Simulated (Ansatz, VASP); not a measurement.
**Two plane-wave programs on Y**

The input INCAR:

```
PREC     = Accurate       # precision mode
ENCUT    = 600            # plane-wave cutoff, eV
EDIFF    = 1E-7           # SCF threshold, eV
ISMEAR   = 0              # smearing method
SIGMA    = 0.1            # smearing width, eV
LREAL    = False          # projectors in reciprocal space
LASPH    = True           # aspherical terms in the spheres
NELM     = 100            # most SCF steps
ALGO     = Normal         # electronic algorithm
ISIF     = 3              # what is computed and relaxed
LWAVE    = False          # write WAVECAR
LCHARG   = False          # write CHGCAR
GGA      = PE             # functional
IBRION   = 2              # ionic algorithm
NSW      = 90             # ionic steps
EDIFFG   = -0.04          # ionic threshold
```

File KPOINTS:

```
Automatic mesh
0
Gamma
  4 4 2
```

Contents of POSCAR:

```
Y
1.0
    3.4064735246     -2.2514184081      0.0000000000
    3.4064735246      2.2514184081      0.0000000000
    0.0000000000      0.0000000000      9.1840967804
Y
4
Direct
    0.8500000000      0.1500000000      0.1170000000
    0.6500000000      0.3500000000      0.6170000000
    0.1500000000      0.8500000000      0.8830000000
    0.3500000000      0.6500000000      0.3830000000
```

Input for Ansatz:

```yaml
crystal:
  lattice:
    - [3.4064735246, -2.2514184081, 0.0]
    - [3.4064735246, 2.2514184081, 0.0]
    - [0.0, 0.0, 9.1840967804]
  atoms:
    - { symbol: "Y", position: [0.85, 0.15, 0.117] }
    - { symbol: "Y", position: [0.65, 0.35, 0.617] }
    - { symbol: "Y", position: [0.15, 0.85, 0.883] }
    - { symbol: "Y", position: [0.35, 0.65, 0.383] }
basis:
  ecutwfc: 420
kpoints:
  mp_grid: { grid: [4, 4, 2] }
hamiltonian:
  xc: pbe
scf:
  occupations: { method: gaussian, width: 0.1 }
  lower_state_search: "off"
output:
  forces: true
  stress: true
  eigenvalues: true
relax:
  adjacent_minimum: "off"
  f_tol: 0.04
  max_steps: 70
  cell: { stress_tol: 0.4 }
```

Alike in both runs: task relaxation of cell and atoms; functional PBE; k mesh 4 × 4 × 2; occupations gaussian, width 0.1 eV; no spin polarisation.

```csv
,VASP,Ansatz
version,VASP 6.6.1,Ansatz 0.2.0
potentials or method,"VASP PAW PBE potentials, release 64 (Y_sv), cutoff 600 eV","scalar-relativistic, plane waves, PAW"
valence electrons in the cell,44,44
```

|  | VASP | Ansatz | Ansatz less VASP |
| --- | --- | --- | --- |
| gap on the k mesh at the Fermi level, each at its own relaxed structure (eV) | none | none | - |
| relaxed volume (Å³/atom) | 32.51 | 32.81 | +0.293 |
| relaxed cell length with the largest relative difference (Å) | 3.498 | 3.515 | +0.0177 |

A gap of «none» marks a metal or a gap that the smearing closes.

The k mesh is coarse, so the values compare programs but aren't converged.
